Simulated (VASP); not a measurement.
Input of a VASP 6.6.1 run:

Contents of POSCAR:

```
PbF2
1.0
    6.4268900000      0.0000000000      0.0000000000
    0.0000000000      3.8909800000      0.0000000000
    0.0000000000      0.0000000000      7.6357400000
Pb F
4 8
Direct
    0.7447269458      0.7500000000      0.1063009767
    0.2552730542      0.2500000000      0.8936990233
    0.7552730542      0.2500000000      0.6063009767
    0.2447269458      0.7500000000      0.3936990233
    0.1409329427      0.7500000000      0.0667373387
    0.8590670573      0.2500000000      0.9332626613
    0.3590670573      0.2500000000      0.5667373387
    0.6409329427      0.7500000000      0.4332626613
    0.5259929511      0.7500000000      0.8429591966
    0.4740070489      0.2500000000      0.1570408034
    0.9740070489      0.2500000000      0.3429591966
    0.0259929511      0.7500000000      0.6570408034
```

Contents of INCAR.step1:

```
PREC = Accurate
ENCUT = 520
ISMEAR = -1
SIGMA = 0.02
LREAL = False
LASPH = True
NELM = 100
NBANDS = 68
GGA = PE
ALGO = Normal
EDIFF = 1E-4
LWAVE = True
LCHARG = False
```

Contents of INCAR.step2:

```
PREC = Accurate
ENCUT = 520
EDIFF = 1E-8
ISMEAR = -1
SIGMA = 0.02
LREAL = False
LASPH = True
NELM = 100
ALGO = Normal
ISIF = 2
LWAVE = False
LCHARG = False
METAGGA = R2SCAN
LMIXTAU = True
LEFG = True
NBANDS = 68
ISTART = 1
```

Contents of KPOINTS:

```
regular mesh
0
Gamma
  4 6 3
```

Potentials or basis: VASP PAW PBE potentials, release 64 (Pb_d, F).

Launch:

```sh
$ cat potpaw_PBE.64/Pb_d/POTCAR potpaw_PBE.64/F/POTCAR > POTCAR
$ cp INCAR.step1 INCAR
$ mpirun -np 1 vasp_std > vasp.out
$ cp INCAR.step2 INCAR
$ mpirun -np 1 vasp_std > vasp.out
```

Q: Estimate the band gap on the k mesh.

A: 4.74 eV, indirect (least direct gap 5.01 eV).

Q: Estimate the pressure.

A: -0.4 GPa.

Q: What does it give for the largest force?

A: 0.051 eV/Å.

Electric field gradients, principal values (V/Å²):
| atom | least | middle | greatest (by size) |
| --- | --- | --- | --- |
| 1 Pb | 8.289 | 26.525 | -34.814 |
| 2 Pb | 8.289 | 26.525 | -34.814 |
| 3 Pb | 8.289 | 26.525 | -34.814 |
| 4 Pb | 8.289 | 26.525 | -34.814 |
| 5 F | 4.668 | 13.407 | -18.075 |
| 6 F | 4.668 | 13.407 | -18.075 |
| 7 F | 4.668 | 13.407 | -18.075 |
| 8 F | 4.668 | 13.407 | -18.075 |
| 9 F | -0.527 | -8.237 | 8.764 |
| 10 F | -0.527 | -8.237 | 8.764 |
| 11 F | -0.527 | -8.237 | 8.764 |
| 12 F | -0.527 | -8.237 | 8.764 |

Caveat: without QUAD_EFG the Cq values of the log hold for a quadrupole moment of 1 mb, not for the nuclei; the PAW data sets were made with another functional, which shifts forces and pressure a little; spin-orbit coupling is left out, which moves the levels of the heavy elements. A k mesh can miss the band edges.
